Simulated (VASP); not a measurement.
ZnGeO3 (ldaat): single point with LDA

The system is ZnGeO3 (ldaat).

```xyz
10
Lattice="2.5146 1.4518 4.3634 -2.5146 1.4518 4.3634 0.0000 -2.9036 4.3634" Properties=species:S:1:pos:R:3 pbc="T T T"
Zn    0.0000    0.0000    9.7874
Zn    0.0000    0.0000    3.2424
Ge    0.0000    0.0000    6.5500
Ge    0.0000    0.0000   13.0951
O     1.5523   -0.2034    7.6557
O    -0.6000    1.4461    7.6557
O    -0.9523   -1.2426    7.6557
O     0.6000   -1.4576    5.4740
O     0.9623    1.2484    5.4740
O    -1.5623    0.2092    5.4740
```

* Program: VASP 6.6.1
* Task: single point
* Functional: LDA
* Potentials or basis: VASP PAW LDA potentials, release 64 (Zn, Ge_d, O)
* Cutoff: 600 eV
* k mesh: 9 × 9 × 9
* Occupations: gaussian, width 0.01 eV
* Spin: no spin polarisation

```json
{"Pressure": "-6.2 GPa", "Largest force": "0.063 eV/Å", "Band gap on the k mesh": "1.72 eV, direct"}
```

Forces in eV/Å, atoms in the order of the input:
```
Zn   0.000  0.000 -0.063
Zn   0.000  0.000 -0.063
Ge   0.000  0.000  0.011
Ge   0.000  0.000  0.011
O   -0.017  0.010  0.017
O    0.000 -0.020  0.017
O    0.017  0.010  0.017
O    0.000 -0.020  0.017
O    0.017  0.010  0.017
O   -0.017  0.010  0.017
```

Stress tensor (GPa, compression positive):
```
-5.33  0.00  0.00
 0.00 -5.33  0.00
 0.00  0.00 -8.00
```

Levels at points of the mesh, in eV from the valence-band top:
```csv
k point,band 41,band 42,band 43,band 44,band 45,band 46,band 47,band 48
"(0.00, 0.00, 0.00)",-0.52,-0.50,0.00,0.00,1.72,5.43,5.64,8.32
```

Wall time 8.8 min on 1 thread of AMD EPYC 9R45 96-Core Processor (Zen 5), on a shared host, peak memory 0.49 GiB.

A k mesh can miss the band edges.
